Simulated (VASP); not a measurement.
# Ta2Co7Ni7 in VASP: a series of runs

Runs on Ta2Co7Ni7. Level: PBE. Tasks: single point.

Program: VASP 6.6.1. These are calculated values, not measurements. Logs are shortened: lines on timing, memory, paths and dates and some standing lists are left out, and cuts for length are marked.

### 1 The cell of the first run

The cell holds an amorphous packing of atoms, 16 atoms: a = 5.636 Å, b = 5.765 Å, c = 5.973 Å, α = 92.28°, β = 87.51°, γ = 85.05°.

### 2 Single point, PBE

File INCAR:

```
SYSTEM = Ta2Co7Ni7
PREC = Accurate ; ENCUT = 520
EDIFF = 1E-7 ; ISMEAR = -1
SIGMA = 0.0974 ; LREAL = Auto
LASPH = .TRUE. ; NELM = 80
ALGO = Normal ; ISIF = 2
LWAVE = .FALSE. ; LCHARG = .FALSE.
GGA = PE ; NBANDS = 92
ISYM = 0
```

File KPOINTS:

```
Automatic mesh
0
Gamma
  1 1 1
  0.25 0.25 0.25
```

File POSCAR:

```
Ta2Co7Ni7
1.0
    5.6289370000      0.2476520000      0.1288210000
    0.2476520000      5.7582790000     -0.1194910000
    0.1288210000     -0.1194910000      5.9706240000
Co Ni Ta
7 7 2
Direct
    0.6479083888      0.3099935822      0.6291130101
    0.4328263812      0.4495203752      0.9975232927
    0.1217161592      0.7750006929      0.1765778603
    0.6170501600      0.7071451579      0.6967622586
    0.8867518452      1.0353157004      0.9127760597
    0.2109650669      0.7589942802      0.7697462199
    0.3430269075      0.5197711448      0.4237103031
    0.4563399796      0.0335279818      0.9220525559
    0.6741392537      0.7860157687      0.1910188144
    0.3463775306      0.9657507256      0.4296240762
    0.8616198774      0.5032160368     -0.0351221157
    0.9179477538      0.5741208067      0.4383039900
    0.6345098421      0.2149301362      0.2468246241
    0.8983093169      0.9655723208      0.5170005845
    0.1690147783      0.2612107508      0.7093105647
    0.1296306531      0.2429808312      0.1845470209
```

Potentials or basis: VASP PAW PBE potentials, release 64 (Co, Ni, Ta_pv).

The run is started by

```
$ cat potpaw_PBE.64/Co/POTCAR potpaw_PBE.64/Ni/POTCAR potpaw_PBE.64/Ta_pv/POTCAR > POTCAR
$ mpirun -np 1 vasp_std > vasp.out
```

OUTCAR:

```text
SYSTEM = Ta2Co7Ni7
   PREC = Accurate
   ENCUT = 520
   EDIFF = 1E-7
   ISMEAR = -1
   LREAL = Auto
   LASPH = .TRUE.
   NELM = 80
   ISIF = 2
   GGA = PE
   ISYM = 0

 ion  position               nearest neighbor table
   1  0.648  0.310  0.629-   4 2.30  13 2.33  14 2.39   7 2.42  12 2.51   2 2.53  11 2.64   8 2.67
                             5 2.69  15 2.76  10 2.97  15 2.99
   2  0.433  0.450  0.998-  13 2.32   8 2.41  16 2.42  11 2.46   1 2.53   6 2.56   7 2.58  15 2.59
                             4 2.61   3 2.62   9 2.71
   3  0.122  0.775  0.177-  12 2.31  10 2.32   7 2.43   6 2.46  14 2.51   9 2.52   5 2.55  11 2.57
                             2 2.62  16 2.70   8 2.92  16 3.07
   4  0.617  0.707  0.697-   1 2.30  12 2.30   6 2.30   8 2.36  11 2.43  14 2.50   7 2.56   2 2.61
                            10 2.67   5 2.83   9 3.00   9 3.08
   5  0.887  0.035  0.913-  14 2.38   6 2.42   8 2.42  15 2.45  16 2.50  13 2.53   3 2.55   9 2.56
                             1 2.69  11 2.69   4 2.83
   6  0.211  0.759  0.770-   4 2.30   8 2.37   5 2.42   3 2.46   7 2.49  10 2.52   2 2.56  14 2.61
                            11 2.80  12 2.86  15 2.91  15 2.92
   7  0.343  0.520  0.424-  12 2.39   1 2.42   3 2.43  13 2.47   6 2.49  16 2.52  15 2.53   4 2.56
                            10 2.57   2 2.58   9 2.87
   8  0.456  0.034  0.922-   4 2.36   6 2.37   2 2.41   5 2.42  15 2.43  13 2.46   9 2.49  16 2.55
                             1 2.67   3 2.92  10 3.05
   9  0.674  0.786  0.191-  11 2.24  12 2.36  10 2.42  13 2.47   8 2.49   3 2.52   5 2.56  14 2.60
                             2 2.71   7 2.87   4 3.00   4 3.08
  10  0.346  0.966  0.430-   3 2.32   9 2.42  15 2.45  16 2.49  13 2.50   6 2.52  14 2.56   7 2.57
                             4 2.67   1 2.97   8 3.05
  11  0.862  0.503  0.965-   9 2.24   4 2.43   2 2.46  16 2.49  15 2.54   3 2.57   1 2.64   5 2.69
                            13 2.76   6 2.80  12 2.88
  12  0.918  0.574  0.438-  14 2.28   4 2.30   3 2.31   9 2.36   7 2.39   1 2.51  16 2.57  15 2.80
                             6 2.86  11 2.88  13 2.95
  13  0.635  0.215  0.247-   2 2.32   1 2.33   8 2.46   7 2.47   9 2.47  10 2.50   5 2.53  14 2.63
                            11 2.76  16 2.82  16 2.88  12 2.95
  14  0.898  0.966  0.517-  12 2.28   5 2.38   1 2.39   4 2.50   3 2.51  10 2.56   9 2.60   6 2.61
                            13 2.63  15 2.65  16 2.93
  15  0.169  0.261  0.709-   8 2.43   5 2.45  10 2.45   7 2.53  11 2.54   2 2.59  14 2.65   1 2.76
                            12 2.80  16 2.84   6 2.91   6 2.92   1 2.99  16 3.15
  16  0.130  0.243  0.185-   2 2.42  11 2.49  10 2.49   5 2.50   7 2.52   8 2.55  12 2.57   3 2.70
                            13 2.82  15 2.84  13 2.88  14 2.93   3 3.07  15 3.15

IMPORTANT INFORMATION: All symmetrisations will be switched off!
NOSYMM: (Re-)initialisation of all symmetry stuff for point group C_1.

----------------------------------------------------------------------------------------

                                     Primitive cell

  volume of cell :     192.9760

  direct lattice vectors                    reciprocal lattice vectors
[... 109 lines left out ...]
   IMIX   =      4    mixing-type and parameters
     AMIX     =   0.40;   BMIX     =  1.00
     AMIX_MAG =   1.60;   BMIX_MAG =  1.00
  volume/ion in A,a.u.               =      12.06        81.39
  Fermi-wavevector in a.u.,A,eV,Ry     =   1.521777  2.875741 31.508432  2.315804
  Thomas-Fermi vector in A             =   2.630446
   LORBIT       =      0    0 simple, 1 ext, 2 COOP (PROOUT), +10 PAW based schemes
   GGA     = PE    functional components
   LHFCALC =     F    Hartree Fock is set to
   AEXX    =    0.0000 exact exchange contribution
   IVDW    =     0    specifies the selected vdW correction
   LEPSILON=     F    determine dielectric tensor
   LRPA    =     F    only Hartree local field effects (RPA)
 non-spin polarized calculation
  energy-cutoff  :      520.00
  volume of cell :      192.98
 maximum number of plane-waves:      5192
 NGX is ok and might be reduce to    42
   NGX = 21   NGY = 21   NGZ = 23

 number of electron     155.0000025 magnetization

 Free energy of the ion-electron system (eV)
  ---------------------------------------------------
  ext. energy  EPLUGINS =         0.00000000
  ---------------------------------------------------
  free energy    TOTEN  =      -108.77792318 eV

  energy without entropy =     -107.82965496  energy(sigma->0) =     -108.30378907

 E-fermi :   8.6662     XC(G=0): -13.0071

 val. band max:        8.5856773857   @ k =   0.2500   0.2500   0.2500
 cond. band min:       8.6844491229   @ k =   0.2500   0.2500   0.2500
 fundamental gap:      0.0987717372
 Fermi energy:         8.6662128577

 k-point     1 :       0.2500    0.2500    0.2500
  band No.  band energies     occupation
      1     -26.1003      2.00000
      2     -25.9105      2.00000
      3     -25.8623      2.00000
      4     -25.8375      2.00000
      5     -25.7865      2.00000
      6     -25.6364      2.00000
[... 81 lines left out ...]
     88      10.1067      0.00000
     89      10.2797      0.00000
 [bands above 89 left out]

------------------------ aborting loop because EDIFF is reached ----------------------------------------

  FORCE on cell =-STRESS in cart. coord.  units (eV):
  Direction    XX          YY          ZZ          XY          YZ          ZX
  --------------------------------------------------------------------------------------
  -------------------------------------------------------------------------------------
  Total       -4.0270749     -2.3222847      3.3203898     -5.5910254      2.0455726     -0.6097445
  in kB      -33.4346599    -19.2806945     27.5674299    -46.4193086     16.9833011     -5.0623837
  external PRESSURE =      -8.3826415 kB  Pullay stress =       0.0000000 kB

 VOLUME and BASIS-vectors are now :
 -----------------------------------------------------------------------------
  energy-cutoff  :      520.00
  volume of cell :      192.98
      direct lattice vectors                 reciprocal lattice vectors
     5.628937000  0.247652000  0.128821000     0.178085537 -0.007742049 -0.003997281
     0.247652000  5.758279000 -0.119491000    -0.007742049  0.174071727  0.003650765
     0.128821000 -0.119491000  5.970624000    -0.003997281  0.003650765  0.167645989

 POSITION                                       TOTAL-FORCE (eV/Angst)
 -----------------------------------------------------------------------------------
      3.80485      1.87031      3.80262         0.192676     -0.625045      1.327127
      2.67618      2.57646      5.95788        -0.074829      1.634247     -0.936016
      0.89981      4.47171      0.97735         0.085668     -0.402512     -1.501551
      3.73822      4.14150      4.15510        -0.462715      0.490753      0.074177
      5.11780      0.31389      5.55985        -0.467877     -0.543757      0.302818
      1.47464      4.33077      4.53235        -1.088564     -0.410855     -0.392307
[... 8 lines left out ...]
      1.10744      1.46123      4.22559        -0.334087      1.560588     -1.475853
      0.81363      1.40920      1.08953        -0.669445     -0.876059      1.504654
 -----------------------------------------------------------------------------------
    total drift:                               -0.001688      0.002205     -0.001029

  FREE ENERGIE OF THE ION-ELECTRON SYSTEM (eV)
  ---------------------------------------------------
  free  energy   TOTEN  =      -108.7779231792 eV

  energy  without entropy=     -107.8296549594  energy(sigma->0) =     -108.30378907
```

OSZICAR:

```text
N       E                     dE             d eps       ncg     rms          rms(c)
DAV:   1     0.145612055325E+04    0.14561E+04   -0.67228E+04   184   0.226E+03
DAV:   2     0.455268923833E+02   -0.14106E+04   -0.13794E+04   184   0.525E+02
DAV:   3    -0.111208978137E+03   -0.15674E+03   -0.14027E+03   188   0.203E+02
[... 24 lines left out ...]
DAV:  28    -0.108777927477E+03    0.45988E-04   -0.23845E-04   240   0.247E-01    0.395E-02
DAV:  29    -0.108777923577E+03    0.39000E-05   -0.33593E-05   240   0.589E-02    0.145E-02
DAV:  30    -0.108777923668E+03   -0.91373E-07   -0.63082E-06   240   0.225E-02    0.120E-02
DAV:  31    -0.108777923224E+03    0.44421E-06   -0.21175E-06   224   0.163E-02    0.314E-03
DAV:  32    -0.108777923179E+03    0.44934E-07   -0.46914E-07   184   0.483E-03
   1 F= -.10877792E+03 E0= -.10830379E+03  d E =-.948268E+00
```

stdout:

```text
POSCAR found type information on POSCAR CoNiTa
 POSCAR found :  3 types and      16 ions
 scaLAPACK will be used
 LDA part: xc-table for (Slater+PW92), standard interpolation
 POSCAR, INCAR and KPOINTS ok, starting setup
 FFT: planning ... GRIDC
 FFT: planning ... GRID_SOFT
 FFT: planning ... GRID
 WAVECAR not read
 entering main loop
```

It took 93 s on 1 thread of AMD EPYC 9R45 (Zen 5), shared host; peak memory 0.28 GiB.

What came out:

| Property | Result |
| --- | --- |
| Free energy | -108.7779 eV |
| Pressure | -0.8 GPa |
| Largest force | 2.174 eV/Å |

Forces on the atoms (eV/Å):
```
Co   0.193 -0.625  1.327
Co  -0.075  1.634 -0.936
Co   0.086 -0.403 -1.502
Co  -0.463  0.491  0.074
Co  -0.468 -0.544  0.303
Co  -1.089 -0.411 -0.392
Co   1.100  0.886  0.097
Ni   0.668 -0.347  0.337
Ni  -0.680  0.591  0.393
Ni   0.974 -0.509  0.756
Ni   0.328 -0.674 -0.518
Ni  -0.251 -1.775  0.450
Ni   0.759  0.317  0.149
Ni  -0.080  0.683 -0.567
Ta  -0.334  1.561 -1.476
Ta  -0.669 -0.876  1.505
```

Caveat: the k points lie up to 1.12 Å⁻¹ apart; spin-orbit coupling is left out, which moves the levels of the heavy elements.

### 3 Single point, PBE

File INCAR:

```
PREC = Accurate
ENCUT = 520
EDIFF = 1E-6
ISMEAR = -1
SIGMA = 0.05
LREAL = Auto
LASPH = T
NELM = 80
ALGO = Normal
ISIF = 2
LWAVE = F
LCHARG = T
GGA = PE
LELF = T
LVHAR = T
NBANDS = 92
ISYM = 0
```

KPOINTS is that of step 2.

File POSCAR:

```
Ta2Co7Ni7
1.0
    5.6289370000      0.2476520000      0.1288210000
    0.2476520000      5.7582790000     -0.1194910000
    0.1288210000     -0.1194910000      5.9706240000
Co Ni Ta
7 7 2
Direct
    0.6141450465      0.3073154087      0.6541087911
    0.4200463141      0.5179152393      1.0003494482
    0.1070537939      0.7884139427      0.1594976662
    0.5898005837      0.7269775583      0.6977839459
    0.8803924835      0.0486140952      0.8963895410
    0.1860188282      0.7673442804      0.7551982178
    0.3662298761      0.5646328186      0.4082304364
    0.4512246565      0.0339450724      0.9517025221
    0.6854971883      0.7939344869      0.2002161905
    0.3623965050      0.9873260825      0.4488059038
    0.8785414883      0.5111732480      0.9309214597
    0.9040651174      0.5377017222      0.4555662765
    0.6502558445      0.2474683615      0.2327709187
    0.9060845002      0.9924065243      0.4944998942
    0.1949161627      0.3016731255      0.7040563815
    0.1234955376      0.2224497605      0.1882710962
```

Potentials or basis: VASP PAW PBE potentials, release 64 (Co, Ni, Ta_pv).

The run is started by

```
$ cat potpaw_PBE.64/Co/POTCAR potpaw_PBE.64/Ni/POTCAR potpaw_PBE.64/Ta_pv/POTCAR > POTCAR
$ mpirun -np 1 vasp_std > vasp.out
```

It took 88 s on 1 thread of AMD EPYC 9R45 (Zen 5), shared host; peak memory 0.27 GiB.

It converged, with:

```
Free energy   : -109.5860 eV
Pressure      : -4.4 GPa
Largest force : 1.183 eV/Å
```

Forces in eV/Å, atoms in the order of the input:
```
Co   0.956 -0.600  0.355
Co   0.299 -0.059 -0.082
Co   0.496 -0.499 -0.075
Co   0.566 -0.031 -0.048
Co  -0.282  0.125 -0.036
Co  -0.772  0.354 -0.366
Co  -0.091 -0.499 -0.147
Ni  -0.090  0.025 -0.360
Ni  -0.424 -0.022  0.285
Ni   0.569 -0.427 -0.244
Ni  -0.666  0.127  0.309
Ni   0.404  0.310  0.048
Ni   0.332  0.417  0.438
Ni  -0.037 -0.161 -0.095
Ta  -0.795  0.083 -0.441
Ta  -0.465  0.855  0.457
```

Stress tensor (GPa, compression positive):
```
-3.99 -7.03 -1.40
-7.03 -7.75  1.49
-1.40  1.49 -1.37
```

Levels at points of the mesh, in eV from the Fermi level:
```tsv
k point	band 74	band 75	band 76	band 77	band 78	band 79	band 80	band 81	band 82	band 83
(0.25, 0.25, 0.25)	-0.22	-0.15	-0.11	-0.07	-0.02	0.07	0.13	0.27	0.29	0.44
```

Caveat: the k points lie up to 1.12 Å⁻¹ apart; spin-orbit coupling is left out, which moves the levels of the heavy elements.

### 4 Single point, PBE

File INCAR:

```
SYSTEM = Ta2Co7Ni7
PREC = Accurate
ENCUT = 520
EDIFF = 1E-6
ISMEAR = -1
SIGMA = 0.05
LREAL = Auto
LASPH = .True.
NELM = 100
ALGO = Normal
ISIF = 2
LWAVE = .False.
LCHARG = .True.
GGA = PE
LELF = .True.
LVHAR = .True.
NBANDS = 92
ISYM = 0
```

KPOINTS is that of step 3.

File POSCAR:

```
Ta2Co7Ni7
1.0
    5.6289370000      0.2476520000      0.1288210000
    0.2476520000      5.7582790000     -0.1194910000
    0.1288210000     -0.1194910000      5.9706240000
Co Ni Ta
7 7 2
Direct
    0.6487180115      0.2999165104      0.6691320406
    0.4185919164      0.5226799049      1.0010615499
    0.1270801319      0.8027640925      0.1861250172
    0.6279287378      0.7324200399      0.7231150706
    0.8714511431      0.0647593538      0.9241787713
    0.1869764638      0.7532909034      0.7601265778
    0.3708577612      0.5546461326      0.4116782355
    0.4236290772      0.0295458312      0.9264524344
    0.6553935335      0.8263915529      0.2119962508
    0.3891290447      0.9864332045      0.4907582352
    0.8526659382      0.5101568015      0.9842634317
    0.9092873902      0.5631741161      0.4499295094
    0.6708530148      0.2628133543      0.2357642810
    0.9054165319      0.9744736238      0.5177730443
    0.1496351455      0.3179167013      0.7132880978
    0.1391033586      0.2288253137      0.2121852141
```

The run is started by

```
$ cat potpaw_PBE.64/Co/POTCAR potpaw_PBE.64/Ni/POTCAR potpaw_PBE.64/Ta_pv/POTCAR > POTCAR
$ mpirun -np 1 vasp_std > vasp.out
```

It took 94 s on 1 thread of AMD EPYC 9R45 (Zen 5), shared host; peak memory 0.28 GiB.

Results (log left out):

| Quantity | Value |
| --- | --- |
| Free energy | -109.3370 eV |
| Pressure | -5.1 GPa |
| Largest force | 1.412 eV/Å |

Forces on the atoms (eV/Å):
```
Co  -0.584  0.487  0.035
Co  -0.077 -0.669  0.265
Co   0.081 -0.415 -0.537
Co  -0.184 -0.715 -0.448
Co   0.088 -0.660 -0.431
Co  -1.133  0.291 -0.374
Co   0.299 -0.016  0.599
Ni   0.494  1.217  0.518
Ni   0.351 -0.351 -0.311
Ni  -0.423  0.480  0.112
Ni   0.554  0.442  0.081
Ni  -0.045 -0.416 -0.371
Ni  -0.670 -0.216  1.145
Ni   0.352  0.665 -0.302
Ta   0.796 -0.335 -0.013
Ta   0.100  0.212  0.031
```

Stress tensor (GPa, compression positive):
```
-9.89 -7.15 -2.93
-7.15 -4.42  0.48
-2.93  0.48 -1.02
```

Levels at points of the mesh, in eV from the Fermi level:
| k point | band 74 | band 75 | band 76 | band 77 | band 78 | band 79 | band 80 | band 81 | band 82 | band 83 |
| --- | --- | --- | --- | --- | --- | --- | --- | --- | --- | --- |
| (0.25, 0.25, 0.25) | -0.19 | -0.16 | -0.10 | -0.05 | -0.04 | 0.06 | 0.15 | 0.24 | 0.25 | 0.35 |

Caveat: the k points lie up to 1.12 Å⁻¹ apart; spin-orbit coupling is left out, which moves the levels of the heavy elements.

### 5 Single point, PBE

File INCAR:

```
ALGO = Normal
EDIFF = 1E-7
ENCUT = 520
GGA = PE
ISIF = 2
ISMEAR = -1
ISYM = 0
LASPH = T
LCHARG = F
LREAL = Auto
LWAVE = F
NBANDS = 92
NELM = 100
PREC = Accurate
SIGMA = 0.05
```

KPOINTS is that of step 4.

File POSCAR:

```
Ta2Co7Ni7
1.0
    5.6289370000      0.2476520000      0.1288210000
    0.2476520000      5.7582790000     -0.1194910000
    0.1288210000     -0.1194910000      5.9706240000
Co Ni Ta
7 7 2
Direct
    0.6448260632      0.3018789016      0.6585634389
    0.4090472824      0.4941163930      0.9950994372
    0.1083272714      0.7672306055      0.1737482255
    0.6203467249      0.7272521415      0.6960427252
    0.8713111197      0.0484208944      0.9190898123
    0.1461295025      0.7524232994      0.7830175311
    0.3752902107      0.5544893467      0.4114597111
    0.4620089454      0.0468489885      0.9181694540
    0.6371580033      0.8178206747      0.1843240973
    0.3712378225      0.9875195832      0.4882549085
    0.8504484904      0.5067002770      0.9745824721
    0.8930586288      0.5350538296      0.4426692104
    0.6715259602      0.2561218543      0.2494902728
    0.9259872006      0.9632987182      0.4985175637
    0.1556842284      0.3042289663      0.7126041140
    0.1375063084      0.2181609795      0.1964792245
```

The run is started by

```
$ cat potpaw_PBE.64/Co/POTCAR potpaw_PBE.64/Ni/POTCAR potpaw_PBE.64/Ta_pv/POTCAR > POTCAR
$ mpirun -np 1 vasp_std > vasp.out
```

Wall time 98 s (1 thread of AMD EPYC 9R45 (Zen 5), shared host); peak memory 0.28 GiB.

It converged, with:

- Free energy: -109.3958 eV
- Pressure: -5.0 GPa
- Largest force: 1.333 eV/Å

Forces on the atoms (eV/Å):
```
Co  -0.364 -0.268  0.382
Co   0.492 -0.120  0.241
Co   0.477  0.075 -0.133
Co  -0.484 -0.214  0.603
Co   0.384  0.212 -0.398
Co   0.727  0.183 -1.102
Co  -0.364 -0.055  0.338
Ni  -1.059  0.205 -0.299
Ni   0.273 -0.287  0.811
Ni   0.265 -0.361 -0.282
Ni  -0.117 -0.079  0.028
Ni   0.652  0.465 -0.405
Ni  -0.613 -0.434  0.092
Ni  -0.607  0.445  0.238
Ta   0.121  0.336 -0.562
Ta   0.216 -0.104  0.448
```

Stress tensor (GPa, compression positive):
```
-8.20 -6.45 -2.97
-6.45 -5.95  0.53
-2.97  0.53 -0.76
```

Levels at points of the mesh, in eV from the Fermi level:
```csv
k point,band 75,band 76,band 77,band 78,band 79,band 80,band 81,band 82
"(0.25, 0.25, 0.25)",-0.15,-0.11,-0.07,-0.01,0.06,0.14,0.21,0.27
```

Caveat: the k points lie up to 1.12 Å⁻¹ apart; spin-orbit coupling is left out, which moves the levels of the heavy elements. Spin polarisation is off, so any magnetic state and its effect on volume and gap are missing.
